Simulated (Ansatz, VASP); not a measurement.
# Two plane-wave programs on SrTiO3

The input INCAR:

```
PREC     = Accurate       # precision mode
ENCUT    = 520            # plane-wave cutoff, eV
EDIFF    = 1E-6           # SCF threshold, eV
ISMEAR   = 0              # smearing method
SIGMA    = 0.05           # smearing width, eV
LREAL    = F              # projectors in reciprocal space
LASPH    = T              # aspherical terms in the spheres
NELM     = 60             # most SCF steps
ALGO     = Normal         # electronic algorithm
ISIF     = 2              # what is computed and relaxed
LWAVE    = F              # write WAVECAR
LCHARG   = T              # write CHGCAR
GGA      = PS             # functional
LELF     = T              # ELF
LVHAR    = T            
NBANDS   = 28             # bands
```

KPOINTS

```
regular mesh
0
Gamma
  8 8 8
```

Contents of POSCAR:

```
SrTiO3
1.0
    3.9057965229      0.2441122827      0.2441122827
    0.2441122827      3.9057965229      0.2441122827
    0.2441122827      0.2441122827      3.9057965229
Sr Ti O
1 1 3
Direct
    0.0000000000      0.0000000000      0.0000000000
    0.5000000000      0.5000000000      0.5000000000
    0.0000000000      0.5000000000      0.5000000000
    0.5000000000      0.0000000000      0.5000000000
    0.5000000000      0.5000000000      0.0000000000
```

Input for Ansatz:

```yaml
crystal:
  lattice:
    - [3.9057965229, 0.2441122827, 0.2441122827]
    - [0.2441122827, 3.9057965229, 0.2441122827]
    - [0.2441122827, 0.2441122827, 3.9057965229]
  atoms:
    - { symbol: Sr, position: [0.0, 0.0, 0.0] }
    - { symbol: Ti, position: [0.5, 0.5, 0.5] }
    - { symbol: O, position: [0.0, 0.5, 0.5] }
    - { symbol: O, position: [0.5, 0.0, 0.5] }
    - { symbol: O, position: [0.5, 0.5, 0.0] }
basis:
  ecutwfc: 420
kpoints:
  mp_grid: { grid: [8, 8, 8] }
hamiltonian:
  xc: pbesol
scf:
  occupations: { method: gaussian, width: 0.05 }
output:
  forces: true
  stress: true
  eigenvalues: true
```

Alike in both runs: task single point; functional PBEsol; k mesh 8 × 8 × 8; occupations gaussian, width 0.05 eV; no spin polarisation.

```csv
,VASP,Ansatz
version,VASP 6.6.1,Ansatz 0.2.0
potentials or method,"VASP PAW PBE potentials, release 64 (Sr_sv, Ti_sv, O), cutoff 520 eV","scalar-relativistic, plane waves, PAW"
valence electrons in the cell,40,40
```

Ansatz gave:

```
gap on the k mesh at the Fermi level (eV)                     : 1.12
least direct gap on the mesh (eV)                             : 1.19
pressure (GPa)                                                : 1.6
traceless stress, the component that is largest in VASP (GPa) : -13.54
```

Q: Estimate VASP's values.

A: gap on the k mesh at the Fermi level (eV): 1.09; least direct gap on the mesh (eV): 1.17; pressure (GPa): 2.3; traceless stress, the component that is largest in VASP (GPa): -13.62.

VASP's potentials were made for PBE, not for PBEsol. With one functional, cell and mesh, what is left measures potentials, basis and numerics.
